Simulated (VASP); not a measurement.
# TiO2: single point with PBE

TiO2:

```
Ti O
1.0
     4.59400    0.00000    0.00000
     0.00000    4.59400    0.00000
     0.00000    0.00000    2.95900
Ti O
2 4
Cartesian
  0.0000 0.0000 0.0000
  2.2970 2.2970 1.4795
  1.4058 1.4058 0.0000
  0.8912 3.7028 1.4795
  3.1882 3.1882 0.0000
  3.7028 0.8912 1.4795
```

| Item | Value |
| --- | --- |
| Program | VASP 6.6.1 |
| Task | single point |
| Functional | PBE |
| Potentials or basis | VASP PAW PBE potentials, release 64 (Ti_sv, O) |
| Cutoff | 520 eV |
| k mesh | 4 × 4 × 6 |
| Occupations | gaussian, width 0.1 eV |
| Spin | collinear spin, ferromagnetic start |
| Starting moments | [1.0, 1.0, 0.0, 0.0, 0.0, 0.0] μB |

The pressure is 6.1 GPa and the largest force is 0.263 eV/Å. The band gap on the k mesh is 1.91 eV, direct, the net moment is 0.00 μB per cell and the valence electrons inside the program's atomic spheres are Ti 10.24; O 5.08.

Forces on the atoms (eV/Å):
```
Ti   0.000  0.000  0.000
Ti   0.000  0.000  0.000
O   -0.186 -0.186  0.000
O    0.186 -0.186  0.000
O    0.186  0.186  0.000
O   -0.186  0.186  0.000
```

Stress tensor (GPa, compression positive):
```
6.27 0.00 0.00
0.00 6.27 0.00
0.00 0.00 5.83
```

Levels at points of the mesh, in eV from the valence-band top:
Spin up:
```tsv
k point	band 20	band 21	band 22	band 23	band 24	band 25	band 26	band 27	band 28	band 29
(0.00, 0.00, 0.00)	-1.96	-0.69	-0.42	-0.42	0.00	1.91	2.24	2.45	2.52	2.52
(0.50, 0.00, 0.00)	-2.99	-1.61	-1.61	-0.74	-0.74	2.59	2.59	3.02	3.02	3.59
(0.50, 0.50, 0.00)	-2.16	-1.29	-1.29	-1.01	-1.01	1.96	1.96	2.54	2.54	3.85
(0.00, 0.00, 0.50)	-2.71	-2.33	-2.33	-1.41	-1.41	2.96	2.96	3.17	3.17	3.71
(0.50, 0.00, 0.50)	-2.36	-2.04	-2.04	-1.02	-1.02	1.93	1.93	3.20	3.20	3.94
(0.50, 0.50, 0.50)	-2.68	-1.25	-1.25	-0.67	-0.67	2.59	2.59	3.22	3.22	3.26
```
Spin down:
```
           k point  band 21  band 22  band 23  band 24  band 25  band 26  band 27  band 28
(0.00, 0.00, 0.00)    -0.69    -0.42    -0.42     0.00     1.91     2.24     2.45     2.52
(0.50, 0.00, 0.00)    -1.61    -1.61    -0.74    -0.74     2.59     2.59     3.02     3.02
(0.50, 0.50, 0.00)    -1.29    -1.29    -1.01    -1.01     1.96     1.96     2.54     2.54
(0.00, 0.00, 0.50)    -2.33    -2.33    -1.41    -1.41     2.96     2.96     3.17     3.17
(0.50, 0.00, 0.50)    -2.04    -2.04    -1.02    -1.02     1.93     1.93     3.20     3.20
(0.50, 0.50, 0.50)    -1.25    -1.25    -0.67    -0.67     2.59     2.59     3.22     3.22
```

It took 110 s on 1 thread of Intel Xeon 6975P-C, with other jobs on the host, peak memory 0.24 GiB.

A k mesh can miss the band edges. A hybrid or GW would open this gap; PBE tends to underestimate it.
